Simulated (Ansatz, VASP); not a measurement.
**Two plane-wave programs on ZrCoAs5**

The input POSCAR:

```
ZrCoAs5
1.0
    4.3356340000      0.0000000000      0.0000000000
    0.0000000000      4.3356340000      0.0000000000
    0.0000000000      0.0000000000      6.8865310000
Co As Zr
1 5 1
Direct
    0.0000000000      0.0000000000      0.5000000000
    0.5000000000      0.5000000000      0.0000000000
    0.0000000000      0.5000000000      0.3082000000
    0.5000000000      0.0000000000      0.3082000000
    0.0000000000      0.5000000000      0.6918000000
    0.5000000000      0.0000000000      0.6918000000
    0.0000000000      0.0000000000      0.0000000000
```

Contents of INCAR.step1:

```
ALGO     = Normal         # electronic algorithm
EDIFF    = 1E-4           # SCF threshold, eV
ENCUT    = 520            # plane-wave cutoff, eV
GGA      = PE             # functional
ISMEAR   = -5             # smearing method
LASPH    = True           # aspherical terms in the spheres
LCHARG   = False          # write CHGCAR
LREAL    = False          # projectors in reciprocal space
LWAVE    = True           # write WAVECAR
NBANDS   = 32             # bands
NELM     = 100            # most SCF steps
PREC     = Accurate       # precision mode
SIGMA    = 0.1            # smearing width, eV
```

The input INCAR.step2:

```
ALGO     = Normal         # electronic algorithm
EDIFF    = 1E-7           # SCF threshold, eV
ENCUT    = 520            # plane-wave cutoff, eV
ISIF     = 2              # what is computed and relaxed
ISMEAR   = -5             # smearing method
ISTART   = 1            
LASPH    = True           # aspherical terms in the spheres
LCHARG   = True           # write CHGCAR
LELF     = True           # ELF
LMIXTAU  = True         
LREAL    = False          # projectors in reciprocal space
LVHAR    = True         
LWAVE    = False          # write WAVECAR
METAGGA  = R2SCAN         # meta-GGA
NBANDS   = 32             # bands
NELM     = 100            # most SCF steps
PREC     = Accurate       # precision mode
SIGMA    = 0.1            # smearing width, eV
```

KPOINTS

```
k-points
0
Gamma
  6 6 4
```

Input for Ansatz:

```yaml
crystal:
  lattice:
    - [4.335634, 0.0, 0.0]
    - [0.0, 4.335634, 0.0]
    - [0.0, 0.0, 6.886531]
  atoms:
    - { symbol: Co, position: [0.0, 0.0, 0.5] }
    - { symbol: As, position: [0.5, 0.5, 0.0] }
    - { symbol: Zr, position: [0.0, 0.0, 0.0] }
    - { symbol: As, position: [0.0, 0.5, 0.3082] }
    - { symbol: As, position: [0.5, 0.0, 0.3082] }
    - { symbol: As, position: [0.0, 0.5, 0.6918] }
    - { symbol: As, position: [0.5, 0.0, 0.6918] }
  symmetry: { tolerance: 0.0003 }
kpoints:
  mp_grid: { grid: [6, 6, 4], shift: [0, 0, 0] }
  band_path:
    path:
      - [0.0, 0.0, 0.0]
      - [0.0, 0.5, 0.0]
      - [0.5, 0.5, 0.0]
      - [0.0, 0.0, 0.0]
      - [0.0, 0.0, 0.5]
      - [0.0, 0.5, 0.5]
      - [0.5, 0.5, 0.5]
      - [0.0, 0.0, 0.5]
      - [0.0, 0.5, 0.0]
      - [0.0, 0.5, 0.5]
      - [0.5, 0.5, 0.0]
    npoints: 7
magnetization:
  spin_polarized: false
scf:
  occupations: { method: tetrahedron }
  lower_state_search: "off"
  max_iter: 200
hamiltonian:
  pseudopotentials: { kind: paw }
  xc: r2scan
basis:
  ecutwfc: 500
  fft_grid_basis: typed
output:
  forces: true
  stress: true
  eigenvalues: true
  bader: true
  populations: true
  elf: true
  write_potential: true
  volumetric_format: npy
  dos:
    e_range: [-12, 8]
    de: 0.05
    projected: { site_lists: { As: [As], Co: [Co], Zr: [Zr] } }
checkpoint:
  read: saved_state
```

Alike in both runs: task single point; functional r2SCAN; k mesh 6 × 6 × 4; occupations tetrahedron; no spin polarisation.

|  | VASP | Ansatz |
| --- | --- | --- |
| version | VASP 6.6.1 | Ansatz 0.2.0 |
| potentials or method | VASP PAW PBE potentials, release 64 (Co, As, Zr_sv), cutoff 520 eV | PAW plane waves |
| valence electrons in the cell | 46 | 104 |

Ansatz gave:

- pressure (GPa): -2.6
- rms of the force components (eV/Å): 0.227

What did VASP give for the same quantities?

Pressure (GPa): -2.6; rms of the force components (eV/Å): 0.237.

VASP's potentials were made for PBE, not for r2SCAN. With one functional, cell and mesh, what is left measures potentials, basis and numerics. VASP's potentials hold 46 valence electrons a cell and Ansatz's 104, so a difference there can come from the potentials and not from the codes. Ansatz's warnings: band table not solved further, product built on unsolved table, tetrahedron derivatives may miss energy slope.
